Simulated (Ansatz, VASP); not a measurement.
Two plane-wave programs on Zn4O

```
Zn O
1.0
     4.58112    0.00000    0.00000
    -2.29056    3.96737    0.00000
     0.00000    0.00000    5.33996
Zn O
4 1
Direct
  0.34909 0.00000 0.64908
  0.00000 0.34909 0.64908
  0.65091 0.65091 0.64908
  0.00000 0.00000 0.25337
  0.00000 0.00000 0.90337
```

Alike in both runs: functional PBE; k mesh 5 × 5 × 3; occupations gaussian, width 0.2 eV; no spin polarisation.

Ansatz relaxed the structure, and its values are those at the end. VASP's run is a single point on that final structure, the one shown.

|  | VASP | Ansatz |
| --- | --- | --- |
| version | VASP 6.6.1 | Ansatz 0.2.0 |
| potentials or method | VASP PAW PBE potentials, release 64 (Zn, O_h), cutoff 910 eV | scalar-relativistic, plane waves, PAW |
| valence electrons in the cell | 54 | 54 |

```tsv
	VASP	Ansatz	Ansatz less VASP
gap on the k mesh at the Fermi level (eV)	none	none	-
rms of the force components (eV/Å)	0.025	0.014	-0.0108
```

A gap of «none» marks a metal or a gap that the smearing closes. With one functional, cell and mesh, what is left measures potentials, basis and numerics.

The k mesh is coarse, so the values compare programs but aren't converged. Noted on VASP's run: the cutoff is short for stress, so the pressure is rough.
